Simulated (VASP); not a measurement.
Al:

```
Al
1.0
     2.81246    0.00000    0.00000
    -1.40623    2.43566    0.00000
     0.00000    0.00000    4.86685
Al
2
Direct
  0.33333 0.66667 0.25000
  0.66667 0.33333 0.75000
```

```yaml
Program: VASP 6.6.1
Task: relaxation of cell and atoms
Functional: PBEsol
Potentials_or_basis: VASP PAW PBE potentials, release 64 (Al)
Cutoff: 600 eV
k_mesh: 11 × 11 × 6
Occupations: fermi-dirac, width 0.05 eV
Spin: no spin polarisation
```

At the start: pressure -1.3 GPa; volume 16.67 Å³/atom.

Q: Where does the relaxation end?

A: Over 7 steps the energy falls by 11.2 meV/atom and the volume is 16.34 Å³/atom (-2.0 %); space group P6_3/mmc (No. 194, to 0.05 Å).

The path:
```csv
step,energy change (eV),largest force (eV/Å),pressure (GPa),volume (Å³)
1,0.0000,0.0000,-1.28,33.34
2,-0.0158,0.0000,-0.03,32.70
3,-0.0092,0.0000,2.93,31.59
4,-0.0207,0.0000,0.99,32.27
5,-0.0220,0.0000,-0.01,32.67
6,-0.0223,0.0000,0.28,32.54
7,-0.0225,0.0000,-0.05,32.68
```

Final structure:
```yaml
crystal:
  lattice:
    - [2.83647, 0.00000, 0.00000]
    - [-1.41824, 2.45646, 0.00000]
    - [0.00000, 0.00000, 4.68980]
  atoms:
    - { symbol: Al, position: [0.33333, 0.66667, 0.25000] }
    - { symbol: Al, position: [0.66667, 0.33333, 0.75000] }
```

Caveat: the PAW data sets were made with another functional, which shifts forces and pressure a little.
